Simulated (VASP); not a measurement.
A run of VASP 6.6.1 is set up as follows.

The input INCAR:

```
ALGO     = Fast           # electronic algorithm
EDIFF    = 1E-6           # SCF threshold, eV
ENCUT    = 520            # plane-wave cutoff, eV
GGA      = PE             # functional
ISIF     = 2              # what is computed and relaxed
ISMEAR   = 0              # smearing method
LASPH    = True           # aspherical terms in the spheres
LCHARG   = False          # write CHGCAR
LREAL    = False          # projectors in reciprocal space
LWAVE    = False          # write WAVECAR
NBANDS   = 18             # bands
NELM     = 80             # most SCF steps
PREC     = Accurate       # precision mode
SIGMA    = 0.15           # smearing width, eV
```

File KPOINTS:

```
k-points
0
Gamma
  16 16 16
```

POSCAR

```
TiAl3
1.0
   -2.0091466764      2.0091466764      4.1581299616
    2.0091466764     -2.0091466764      4.1581299616
    2.0091466764      2.0091466764     -4.1581299616
Ti Al
1 3
Direct
    0.0000000000      0.0000000000      0.0000000000
    0.5000000000      0.5000000000      0.0000000000
    0.7500000000      0.2500000000      0.5000000000
    0.2500000000      0.7500000000      0.5000000000
```

Potentials or basis: VASP PAW PBE potentials, release 64 (Ti_sv, Al).

Run with:

```sh
$ cat potpaw_PBE.64/Ti_sv/POTCAR potpaw_PBE.64/Al/POTCAR > POTCAR
$ mpirun -np 1 vasp_std > vasp.out
```

(1) What does it give for the pressure?

(2) Predict the band gap on the k mesh.

## Answers

(1) -4.8 GPa.

(2) zero (an odd number of electrons rules out a gap without spin polarisation).

Caveat: the stress differs along the axes, from -9 to 3 GPa.
